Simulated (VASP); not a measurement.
# TiAl5 (P-6m2) in VASP: further runs, part 2 of 2

VASP 6.6.1. Earlier steps stand in the parts before.

### Step 5. Relaxation of cell and atoms, PBE

This run uses another cell than the first one, of 20.53 Å³/atom.

INCAR reads:

```
  ALGO = Normal
  EDIFF = 1E-6
  EDIFFG = -0.04
  ENCUT = 600
  GGA = PE
  IBRION = 2
  ISIF = 3
  ISMEAR = 0
  LASPH = T
  LCHARG = F
  LREAL = F
  LWAVE = F
  NELM = 80
  NSW = 90
  PREC = Accurate
  SIGMA = 0.1
```

KPOINTS reads:

```
k-points
0
Gamma
  6 6 1
```

POSCAR reads:

```
TiAl5
1.0
    3.0516859400      0.0000000000      0.0000000000
   -1.5258429700      2.6428375500      0.0000000000
    0.0000000000      0.0000000000     15.2702886800
Ti Al
1 5
Direct
    0.0000000000      0.0000000000      0.0000000000
    0.6666666700      0.3333333300      0.1697627500
    0.0000000000      0.0000000000      0.3333671700
    0.6666666700      0.3333333300      0.5000000000
    0.0000000000      0.0000000000      0.6666328300
    0.6666666700      0.3333333300      0.8302372500
```

Potentials or basis: VASP PAW PBE potentials, release 64 (Ti_sv, Al).

Started as:

```
$ cat potpaw_PBE.64/Ti_sv/POTCAR potpaw_PBE.64/Al/POTCAR > POTCAR
$ mpirun -np 1 vasp_std > vasp.out
```

OUTCAR:

```text
EDIFF = 1E-6
   EDIFFG = -0.04
   ENCUT = 600
   GGA = PE
   IBRION = 2
   ISIF = 3
   ISMEAR = 0
   LASPH = T
   LREAL = F
   NELM = 80
   NSW = 90
   PREC = Accurate

 ion  position               nearest neighbor table
   1  0.000  0.000  0.000-   2 3.13   6 3.13   2 3.13   6 3.13   2 3.13   6 3.13
   2  0.667  0.333  0.170-   3 3.06   3 3.06   3 3.06   1 3.13   1 3.13   1 3.13
   3  0.000  0.000  0.333-   2 3.06   2 3.06   2 3.06   4 3.09   4 3.09   4 3.09
   4  0.667  0.333  0.500-   3 3.09   5 3.09   3 3.09   5 3.09   3 3.09   5 3.09
   5  0.000  0.000  0.667-   6 3.06   6 3.06   6 3.06   4 3.09   4 3.09   4 3.09
   6  0.667  0.333  0.830-   5 3.06   5 3.06   5 3.06   1 3.13   1 3.13   1 3.13

  LATTYP: Found a hexagonal cell.
 ALAT       =     3.0516859400
 C/A-ratio  =     5.0038860421

  Lattice vectors:

 A1 = (   3.0516859400,   0.0000000000,   0.0000000000)
 A2 = (  -1.5258429700,   2.6428375500,   0.0000000000)
 A3 = (   0.0000000000,   0.0000000000,  15.2702886800)

Analysis of symmetry for initial positions (statically):
=====================================================================
 Subroutine PRICEL returns:
 Original cell was already a primitive cell.

 Routine SETGRP: Setting up the symmetry group for a
 hexagonal supercell.

 Subroutine GETGRP returns: Found 12 space group operations
 (whereof 12 operations were pure point group operations)
 out of a pool of 24 trial point group operations.

The static configuration has the point symmetry D_3h.

Analysis of symmetry for dynamics (positions and initial velocities):
=====================================================================
 Subroutine PRICEL returns:
 Original cell was already a primitive cell.

 Routine SETGRP: Setting up the symmetry group for a
 hexagonal supercell.

 Subroutine GETGRP returns: Found 12 space group operations
 (whereof 12 operations were pure point group operations)
 out of a pool of 24 trial point group operations.

The dynamic configuration has the point symmetry D_3h.

 Subroutine INISYM returns: Found 12 space group operations
 (whereof 12 operations are pure point group operations),
 and found     1 'primitive' translations

----------------------------------------------------------------------------------------

                                     Primitive cell

  volume of cell :     123.1566

  direct lattice vectors                    reciprocal lattice vectors
     3.051685940  0.000000000  0.000000000     0.327687717  0.189190592  0.000000000
    -1.525842970  2.642837550  0.000000000     0.000000000  0.378381184  0.000000000
     0.000000000  0.000000000 15.270288680     0.000000000  0.000000000  0.065486647

  length of vectors
     3.051685940  3.051685941 15.270288680     0.378381184  0.378381184  0.065486647

  position of ions in fractional coordinates (direct lattice)
     0.000000000  0.000000000  0.000000000
     0.666666670  0.333333330  0.169762750
     0.000000000  0.000000000  0.333367170
     0.666666670  0.333333330  0.500000000
     0.000000000  0.000000000  0.666632830
     0.666666670  0.333333330  0.830237250

  ion indices of the primitive-cell ions
   primitive index   ion index
                 1           1
                 2           2
                 3           3
                 4           4
                 5           5
                 6           6

----------------------------------------------------------------------------------------

 KPOINTS: k-points

Automatic generation of k-mesh.
 Grid dimensions read from file:
 generate k-points for:    6    6    1

 Generating k-lattice:

  Cartesian coordinates                     Fractional coordinates (reciprocal lattice)
     0.054614620  0.031531765  0.000000000     0.166666667 -0.000000000  0.000000000
     0.000000000  0.063063531  0.000000000     0.000000000  0.166666667  0.000000000
     0.000000000  0.000000000  0.065486647     0.000000000  0.000000000  1.000000000

  Length of vectors
     0.063063531  0.063063531  0.065486647

  Shift w.r.t. Gamma in fractional coordinates (k-lattice)
     0.000000000  0.000000000  0.000000000

 Subroutine IBZKPT returns following result:
 ===========================================

 Found      7 irreducible k-points:

 Following reciprocal coordinates:
            Coordinates               Weight
  0.000000  0.000000  0.000000      1.000000
  0.166667  0.000000  0.000000      6.000000
  0.333333  0.000000  0.000000      6.000000
  0.500000  0.000000  0.000000      3.000000
  0.166667  0.166667  0.000000      6.000000
  0.333333  0.166667  0.000000     12.000000
  0.333333  0.333333  0.000000      2.000000
   k-points           NKPTS =      7   k-points in BZ     NKDIM =      7   number of bands    NBANDS=     17
   number of dos      NEDOS =    301   number of ions     NIONS =      6
   total plane-waves  NPLWV =  72576
   dimension x,y,z NGX =    24 NGY =   24 NGZ =  126
   dimension x,y,z NGXF=    48 NGYF=   48 NGZF=  252
   ions per type =               1   5
   NGX,Y,Z   is equivalent  to a cutoff of  13.07, 13.07, 13.72 a.u.
   NGXF,Y,Z  is equivalent  to a cutoff of  26.15, 26.15, 27.43 a.u.
 SYSTEM =  unknown system
   PREC   = accura    normal or accurate (medium, high low for compatibility)
   ISTART =      0    job   : 0-new  1-cont  2-samecut
   ICHARG =      2    charge: 1-file 2-atom 10-const
   ISPIN  =      1    spin polarized calculation?
   LNONCOLLINEAR =      F non collinear calculations
   LSORBIT =      F    spin-orbit coupling
   LASPH  =      T    aspherical Exc in radial PAW
   ENCUT  =  600.0 eV  44.10 Ry    6.64 a.u.   6.09  6.09 30.50*2*pi/ulx,y,z
   NELM   =     80;   NELMIN=  2; NELMDL= -5     # of ELM steps
   EDIFF  = 0.1E-05   stopping-criterion for ELM
   LREAL  =      F    real-space projection
   EDIFFG = -.4E-01   stopping-criterion for IOM
   NSW    =     90    number of steps for IOM
   IBRION =      2    ionic relax: 0-MD 1-quasi-New 2-CG
   NFREE  =      1    steps in history (QN), initial steepest desc. (CG)
   ISIF   =      3    stress and relaxation
   ISYM   =      2    0-nonsym 1-usesym 2-fastsym
   POTIM  = 0.5000    time-step for ionic-motion
   TEBEG  =    0.0;   TEEND  =   0.0 temperature during run
   PSTRESS=    0.0 pullay stress
   NELECT =      27.0000    total number of electrons
   NUPDOWN=      -1.0000    fix difference up-down
   EMIN   =  10.00;   EMAX   =-10.00  energy-range for DOS
   EFERMI =   0.00;   METHOD = LEGACY
   ISMEAR =     0;   SIGMA  =   0.10  broadening in eV -4-tet -1-fermi 0-gaus
   EFERMI_NEDOS =   21; number of points for ismear=-14 and -15
   IALGO  =     38    algorithm
   IMIX   =      4    mixing-type and parameters
     AMIX     =   0.40;   BMIX     =  1.00
     AMIX_MAG =   1.60;   BMIX_MAG =  1.00
  volume/ion in A,a.u.               =      20.53       138.52
  Fermi-wavevector in a.u.,A,eV,Ry     =   0.987136  1.865416 13.258021  0.974437
  Thomas-Fermi vector in A             =   2.118568
   LORBIT       =      0    0 simple, 1 ext, 2 COOP (PROOUT), +10 PAW based schemes
   GGA     = PE    functional components
   LHFCALC =     F    Hartree Fock is set to
   AEXX    =    0.0000 exact exchange contribution
   IVDW    =     0    specifies the selected vdW correction
   LEPSILON=     F    determine dielectric tensor
   LRPA    =     F    only Hartree local field effects (RPA)
 conjugate gradient relaxation of ions
 non-spin polarized calculation
 Gauss-broadening in eV      SIGMA  =   0.10
  energy-cutoff  :      600.00
  volume of cell :      123.16
 maximum number of plane-waves:      4146
   NGX = 13   NGY = 13   NGZ = 61

--------------------------------------- Ionic step        1  -------------------------------------------

 number of electron      26.9999999 magnetization

 Free energy of the ion-electron system (eV)
  ---------------------------------------------------
  ext. energy  EPLUGINS =         0.00000000
  ---------------------------------------------------
  free energy    TOTEN  =       -26.00424238 eV

  energy without entropy =      -25.98774551  energy(sigma->0) =      -25.99599395

 E-fermi :   6.0227     XC(G=0):  -9.6439

 val. band max:        5.9561236041   @ k =   0.5000   0.0000   0.0000
 cond. band min:       6.0231864200   @ k =   0.3333   0.0000   0.0000
 fundamental gap:      0.0670628159
 Fermi energy:         6.0227052268

 k-point     1 :       0.0000    0.0000    0.0000
  band No.  band energies     occupation
      1     -51.1756      2.00000
      2     -27.5671      2.00000
      3     -27.1558      2.00000
      4     -27.1558      2.00000
      5      -3.5516      2.00000
      6      -3.0373      2.00000
[... 242 lines left out ...]
  FREE ENERGIE OF THE ION-ELECTRON SYSTEM (eV)
  ---------------------------------------------------
  free  energy   TOTEN  =       -27.1075453698 eV

  energy  without entropy=      -27.0937302207  energy(sigma->0) =      -27.10063780

[... ionic steps 4 to 8 ...]

--------------------------------------- Ionic step        9  -------------------------------------------

 number of electron      26.9999999 magnetization

------------------------ aborting loop because EDIFF is reached ----------------------------------------
[... 75 lines left out ...]
--------------------------------------- Ionic step       11  -------------------------------------------

 number of electron      26.9999999 magnetization

 Free energy of the ion-electron system (eV)
  ---------------------------------------------------
  ext. energy  EPLUGINS =         0.00000000
  ---------------------------------------------------
  free energy    TOTEN  =       -27.12477662 eV

  energy without entropy =      -27.10890331  energy(sigma->0) =      -27.11683996

 E-fermi :   8.1007     XC(G=0): -10.4193

 val. band max:        8.0873033536   @ k =   0.3333   0.0000   0.0000
 cond. band min:       8.1521226993   @ k =   0.3333   0.3333   0.0000
 fundamental gap:      0.0648193457
 Fermi energy:         8.1006611594

 k-point     1 :       0.0000    0.0000    0.0000
  band No.  band energies     occupation
      1     -48.6349      2.00000
      2     -25.0403      2.00000
      3     -24.5268      2.00000
      4     -24.5268      2.00000
      5      -2.8140      2.00000
      6      -2.2107      2.00000
[... 162 lines left out ...]
  FREE ENERGIE OF THE ION-ELECTRON SYSTEM (eV)
  ---------------------------------------------------
  free  energy   TOTEN  =       -27.1247766193 eV

  energy  without entropy=      -27.1089033104  energy(sigma->0) =      -27.11683996

 reached required accuracy - stopping structural energy minimisation
```

Wall time 5 min (1 thread of Intel Xeon 8259CL, shared host); peak memory 0.27 GiB.

Results:

```yaml
Free_energy: -27.1248 eV
Relaxed_volume: 16.64 Å³/atom
Relaxed_cell: a = 2.883 Å, b = 2.883 Å, c = 13.870 Å, α = 90.00°, β = 90.00°, γ = 120.00°
Space_group_after_relaxing_to_0.1_Å: P-6m2 (No. 187)
Energy_gained_by_relaxing: 186.8 meV/atom
Ionic_steps: 11
Pressure_after_relaxing: 0.0 GPa
Largest_force_after_relaxing: 0.017 eV/Å
Band_gap_on_the_k_mesh: zero (an odd number of electrons rules out a gap without spin polarisation)
```

Forces on the atoms (eV/Å):
```
Ti   0.000  0.000  0.000
Al   0.000  0.000 -0.001
Al   0.000  0.000 -0.017
Al   0.000  0.000  0.000
Al   0.000  0.000  0.017
Al   0.000  0.000  0.001
```

Step by step:
```tsv
step	energy change (eV)	largest force (eV/Å)	pressure (GPa)	volume (Å³)
1	0.0000	0.3025	-11.53	123.16
2	-1.1018	0.2191	0.85	98.63
3	-1.1033	0.2229	0.20	99.34
4	-1.1028	0.2253	-0.19	99.78
5	-1.1096	0.1740	-0.27	99.94
6	-1.1123	0.1082	-0.33	100.15
7	-1.1176	0.0861	0.09	99.68
8	-1.1188	0.0755	0.39	99.36
9	-1.1202	0.0400	-0.15	99.98
10	-1.1202	0.0457	-0.07	99.88
11	-1.1205	0.0175	-0.04	99.86
```

Final structure:
```yaml
crystal:
  lattice:
    - [2.88325, 0.00000, 0.00000]
    - [-1.44163, 2.49697, 0.00000]
    - [0.00000, 0.00000, 13.87008]
  atoms:
    - { symbol: Ti, position: [0.00000, 0.00000, 0.00000] }
    - { symbol: Al, position: [0.66667, 0.33333, 0.16522] }
    - { symbol: Al, position: [0.00000, 0.00000, 0.33025] }
    - { symbol: Al, position: [0.66667, 0.33333, 0.50000] }
    - { symbol: Al, position: [0.00000, 0.00000, 0.66975] }
    - { symbol: Al, position: [0.66667, 0.33333, 0.83478] }
```

Caveat: the k points lie up to 0.45 Å⁻¹ apart in the final cell, too coarse for converged energies and pressures of a metal; the volume moved by over 15 % at a fixed basis, so the end points are rough.

### Step 6. Relaxation of cell and atoms, PBE

INCAR reads:

```
SYSTEM = TiAl5
PREC = Accurate ; ENCUT = 600
EDIFF = 1E-6 ; ISMEAR = 0
SIGMA = 0.1 ; LREAL = .False.
LASPH = .True. ; NELM = 60
ALGO = Normal ; ISIF = 3
LWAVE = .False. ; LCHARG = .False.
GGA = PE ; IBRION = 2
NSW = 90 ; EDIFFG = -0.04
```

KPOINTS reads:

```
regular mesh
0
Gamma
  6 6 2
  0 0 0
```

POSCAR reads:

```
TiAl5
1.0
    2.8813866244      0.0000000000      0.0000000000
   -1.4406933122      2.4953540149      0.0000000000
    0.0000000000      0.0000000000     13.8892456798
Ti Al
1 5
Direct
    0.0000000000      0.0000000000      0.0000000000
    0.6666666667      0.3333333333      0.1651904066
    0.0000000000      0.0000000000      0.3294360820
    0.6666666667      0.3333333333      0.5000000000
    0.0000000000      0.0000000000      0.6705639180
    0.6666666667      0.3333333333      0.8348095934
```

Potentials or basis: VASP PAW PBE potentials, release 64 (Ti_sv, Al).

Started as:

```
$ cat potpaw_PBE.64/Ti_sv/POTCAR potpaw_PBE.64/Al/POTCAR > POTCAR
$ mpirun -np 1 vasp_std > vasp.out
```

Wall time 5.3 min (1 thread of Intel Xeon 8259CL, shared host); peak memory 0.26 GiB.

The run converged. Its results:

```
Free energy                           : -27.0825 eV
Relaxed volume                        : 16.71 Å³/atom
Relaxed cell                          : a = 2.874 Å, b = 2.874 Å, c = 14.017 Å, α = 90.00°, β = 90.00°, γ = 120.00°
Space group after relaxing (to 0.1 Å) : P-6m2 (No. 187)
Energy gained by relaxing             : 1.3 meV/atom
Ionic steps                           : 7
Pressure after relaxing               : -0.2 GPa
Largest force after relaxing          : 0.036 eV/Å
```

Forces on the atoms (eV/Å):
```
Ti   0.000  0.000  0.000
Al   0.000  0.000  0.032
Al   0.000  0.000 -0.036
Al   0.000  0.000  0.000
Al   0.000  0.000  0.036
Al   0.000  0.000 -0.032
```

Stress tensor (GPa, compression positive):
```
-0.22  0.00  0.00
 0.00 -0.22  0.00
 0.00  0.00 -0.06
```

The path:
```tsv
step	energy change (eV)	largest force (eV/Å)	pressure (GPa)	volume (Å³)
1	0.0000	0.1353	0.06	99.86
2	-0.0053	0.0937	-0.05	99.96
3	-0.0060	0.0778	-0.09	100.00
4	-0.0068	0.0508	0.06	99.86
5	-0.0072	0.0424	0.28	99.65
6	-0.0077	0.0402	0.14	99.84
7	-0.0078	0.0355	-0.16	100.26
```

Final structure:
```cif
data_structure
_symmetry_space_group_name_H-M 'P 1'
_symmetry_Int_Tables_number 1
_cell_length_a 2.8739
_cell_length_b 2.8739
_cell_length_c 14.0168
_cell_angle_alpha 90.000
_cell_angle_beta 90.000
_cell_angle_gamma 120.000
_cell_volume 100.26
loop_
_atom_site_label
_atom_site_type_symbol
_atom_site_fract_x
_atom_site_fract_y
_atom_site_fract_z
_atom_site_occupancy
Ti1 Ti 0.00000 0.00000 0.00000 1
Al1 Al 0.66667 0.33333 0.16285 1
Al2 Al 0.00000 0.00000 0.32863 1
Al3 Al 0.66667 0.33333 0.50000 1
Al4 Al 0.00000 0.00000 0.67137 1
Al5 Al 0.66667 0.33333 0.83715 1
```

Levels at points of the mesh, in eV from the Fermi level:
```
           k point  band 11  band 12  band 13  band 14  band 15  band 16
(0.00, 0.00, 0.00)    -3.24    -0.73     1.17     1.17     1.51     2.51
(0.50, 0.00, 0.00)    -2.93    -1.92    -1.83    -0.89    -0.39    -0.02
(0.00, 0.00, 0.50)    -1.95    -1.31     1.17     1.17     1.17     2.51
(0.50, 0.00, 0.50)    -2.68    -2.21    -1.65    -1.25    -0.04     0.57
```

Caveat: the k points lie up to 0.42 Å⁻¹ apart in the final cell; the highest band is partly filled, so the run has too few bands.

### Step 7. Overview

```csv
task,cell,k mesh,cutoff (eV),gap on the mesh (eV),pressure (GPa),relaxed volume (Å³/atom),largest force (eV/Å)
single point,"a = 2.881, b = 2.881, c = 13.889 Å, angles 90.0, 90.0, 120.0°, 6 atoms, atomic positions A",6 × 6 × 1,520,none,-0.1,-,0.01
single point,"a = 3.052, b = 3.052, c = 15.270 Å, angles 90.0, 90.0, 120.0°, 6 atoms, atomic positions B",6 × 6 × 1,520,none,-11.6,-,0.30
single point,"a = 2.871, b = 2.871, c = 14.027 Å, angles 90.0, 90.0, 120.0°, 6 atoms, atomic positions C",6 × 6 × 2,520,none,-0.1,-,-
relaxation of cell and atoms,"relaxed from a = 3.052, b = 3.052, c = 15.270 Å, angles 90.0, 90.0, 120.0°, 6 atoms, atomic positions B",6 × 6 × 1,600,none,0.0,16.64,0.02
relaxation of cell and atoms,"relaxed from a = 2.881, b = 2.881, c = 13.889 Å, angles 90.0, 90.0, 120.0°, 6 atoms, atomic positions A",6 × 6 × 2,600,-,-0.2,16.71,0.04
```

Alike in all rows: level PBE; potentials or basis VASP PAW PBE potentials, release 64 (Ti_sv, Al); no spin polarisation; smearing gaussian 0.1 eV.

Caveats: all runs use coarse meshes; the volume moved by over 15 % at a fixed basis, so the end points are rough (at least some runs); the highest band is partly filled, so the run has too few bands (at least some runs).

Total energies depend on the potentials used, so only differences within one code and one set of settings carry meaning.
